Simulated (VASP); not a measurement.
# SiC: single point with slater exchange, lda correlation

Crystal: SiC.

```xyz
4
Lattice="3.0760 0.0000 0.0000 -1.5380 2.6639 0.0000 0.0000 0.0000 5.0480" Properties=species:S:1:pos:R:3 pbc="T T T"
Si    0.0000    1.7759    0.0000
Si    1.5380    0.8880    2.5240
C     0.0000    1.7759    1.9435
C     1.5380    0.8880    4.4675
```

```json
{"Program": "VASP 6.6.1", "Task": "single point", "Functional": "slater exchange, lda correlation", "Potentials or basis": "VASP PAW PBE potentials, release 64 (Si, C)", "Cutoff": "600 eV", "k mesh": "6 × 6 × 3", "Occupations": "gaussian, width 0.01 eV", "Spin": "no spin polarisation", "Dipole correction": "no", "Further INCAR settings": "ALGO = Normal; EDIFF = 1e-06; NBANDS = 16"}
```

```json
{
  "Pressure": "-2.8 GPa",
  "Largest force": "0.739 eV/Å",
  "Band gap on the k mesh": "2.20 eV (least direct gap 3.99 eV)"
}
```

Forces on the atoms (eV/Å):
```
Si   0.000  0.000  0.739
Si   0.000  0.000  0.739
C    0.000  0.000 -0.739
C    0.000  0.000 -0.739
```

Stress tensor (GPa, compression positive):
```
-1.36  0.00  0.00
 0.00 -1.36  0.00
 0.00  0.00 -5.73
```

Levels at points of the mesh, in eV from the valence-band top:
```csv
k point,band 4,band 5,band 6,band 7,band 8,band 9,band 10,band 11,band 12,band 13
"(0.00, 0.00, 0.00)",-1.56,-1.56,-0.27,-0.27,0.00,4.58,6.02,6.39,6.39,7.45
"(0.50, 0.00, 0.00)",-6.55,-5.46,-3.56,-3.30,-1.50,2.49,4.13,6.66,7.13,9.58
```

It took 33 s on 1 thread of AMD EPYC 7571, on a shared host, peak memory 0.14 GiB.

Caveat: the PAW data sets were made with another functional, which shifts forces and pressure a little. A k mesh can miss the band edges.
